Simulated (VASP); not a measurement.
## CO2: single point with PBE+D3(BJ)

The system is CO2.

```
CELL_PARAMETERS angstrom
8.82116 0.00000 0.00000
0.00000 8.82116 0.00000
0.00000 0.00000 8.82116
ATOMIC_POSITIONS crystal
C 0.09721 0.01298 0.83335
C 0.96078 0.65487 0.70072
C 0.76675 0.25735 0.71018
C 0.44513 0.04826 0.55357
C 0.51239 0.84059 0.09068
C 0.04084 0.03521 0.33081
C 0.72829 0.20639 0.10595
C 0.28343 0.53219 0.53203
O 0.07455 0.08902 0.93937
O 0.10704 0.93328 0.73157
O 0.01827 0.60085 0.80665
O 0.90316 0.72174 0.60006
O 0.69570 0.36821 0.72255
O 0.81995 0.13697 0.68601
O 0.45981 0.09287 0.67898
O 0.41807 0.00694 0.43166
O 0.44623 0.74064 0.03074
O 0.59307 0.93813 0.13477
O 0.07557 0.90856 0.32705
O 0.98785 0.15594 0.33177
O 0.67748 0.23350 0.22572
O 0.77437 0.17608 0.98572
O 0.30928 0.64948 0.47124
O 0.24202 0.42039 0.58724
```

```yaml
Program: VASP 6.6.1
Task: single point
Functional: PBE
Dispersion: D3(BJ)
Potentials_or_basis: VASP PAW PBE potentials, release 64 (C, O)
Cutoff: 520 eV
k_mesh: 1 × 1 × 1
Occupations: fermi-dirac, width 0.02 eV
Spin: no spin polarisation
Dipole_correction: no
Further_INCAR_settings: LREAL = Auto; ALGO = Normal; EDIFF = 1e-06; NBANDS = 82
```

```json
{
 "Pressure": "1.1 GPa",
 "Largest force": "3.628 eV/Å",
 "Dispersion energy per atom": "-0.035 eV"
}
```

Forces on the atoms (eV/Å):
```
C   -0.869  1.442  2.265
C   -0.798  1.411 -0.944
C   -0.384 -1.625 -0.822
C   -0.416  0.633  1.627
C    0.791 -0.202 -0.910
C   -0.888 -0.183 -0.115
C   -0.568  0.102  0.804
C   -0.105  2.454 -1.428
O    0.395  0.647  0.740
O    0.817 -1.987 -2.923
O    0.516 -0.867  0.818
O    0.066 -0.675  0.075
O   -0.009  1.200  0.323
O    0.451  0.495  0.036
O    0.312 -0.157 -0.200
O    0.030 -0.496 -1.397
O   -0.160  0.466  0.646
O   -0.728 -0.504  0.231
O    1.030 -1.589 -0.015
O   -0.066  1.751  0.116
O    0.018  0.307  0.207
O    0.381 -0.099 -0.534
O    0.310 -0.819  0.534
O   -0.129 -1.705  0.866
```

Stress tensor (GPa, compression positive):
```
 0.18 -0.48 -0.16
-0.48  1.54  0.62
-0.16  0.62  1.47
```

Levels at points of the mesh, in eV from the Fermi level:
```csv
k point,band 60,band 61,band 62,band 63,band 64,band 65,band 66,band 67,band 68,band 69
"(0.00, 0.00, 0.00)",-0.68,-0.66,-0.60,-0.56,-0.52,5.78,6.79,7.04,7.13,7.27
```

Wall time 110 s on 1 thread of AMD EPYC 7R13 Processor (Zen 3) (shared host), peak memory 0.61 GiB.

Caveat: the k points lie up to 0.71 Å⁻¹ apart.
